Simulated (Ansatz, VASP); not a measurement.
## Two plane-wave programs on Rb

INCAR

```
PREC = Accurate
ENCUT = 600
EDIFF = 1E-6
ISMEAR = 0
SIGMA = 0.1
LREAL = False
LASPH = True
NELM = 100
ALGO = Normal
ISIF = 3
LWAVE = False
LCHARG = False
GGA = PS
IBRION = 2
NSW = 100
EDIFFG = -0.005
```

Contents of KPOINTS:

```
regular mesh
0
Gamma
  10 10 10
```

POSCAR

```
Rb
1.0
   -2.8025000000      2.8025000000      2.8025000000
    2.8025000000     -2.8025000000      2.8025000000
    2.8025000000      2.8025000000     -2.8025000000
Rb
1
Direct
    0.0000000000      0.0000000000      0.0000000000
```

Input for Ansatz:

```yaml
crystal:
  lattice:
    - [-2.8025, 2.8025, 2.8025]
    - [2.8025, -2.8025, 2.8025]
    - [2.8025, 2.8025, -2.8025]
  atoms:
    - { symbol: Rb, position: [0.0, 0.0, 0.0] }
basis:
  ecutwfc: 420
kpoints:
  mp_grid: { grid: [10, 10, 10] }
hamiltonian:
  xc: pbesol
scf:
  occupations: { method: gaussian, width: 0.1 }
output:
  forces: true
  stress: true
  eigenvalues: true
  write_density: true
  write_potential: true
  elf: true
  volumetric_format: npy
relax:
  adjacent_minimum: "off"
  f_tol: 0.005
  max_steps: 80
  cell: { stress_tol: 0.05 }
```

Alike in both runs: task relaxation of cell and atoms; functional PBEsol; k mesh 10 × 10 × 10; occupations gaussian, width 0.1 eV; no spin polarisation.

|  | VASP | Ansatz |
| --- | --- | --- |
| version | VASP 6.6.1 | Ansatz 0.2.0 |
| potentials or method | VASP PAW PBE potentials, release 64 (Rb_sv), cutoff 600 eV | scalar-relativistic, plane waves, PAW |
| valence electrons in the cell | 9 | 9 |

|  | VASP | Ansatz | Ansatz less VASP |
| --- | --- | --- | --- |
| gap on the k mesh at the Fermi level, each at its own relaxed structure (eV) | none | none | - |
| relaxed volume (Å³/atom) | 86.75 | 88.04 | +1.298 |
| relaxed cell length with the largest relative difference (Å) | 4.830 | 4.854 | +0.0240 |

VASP's potentials were made for PBE, not for PBEsol. A gap of «none» marks a metal or a gap that the smearing closes.
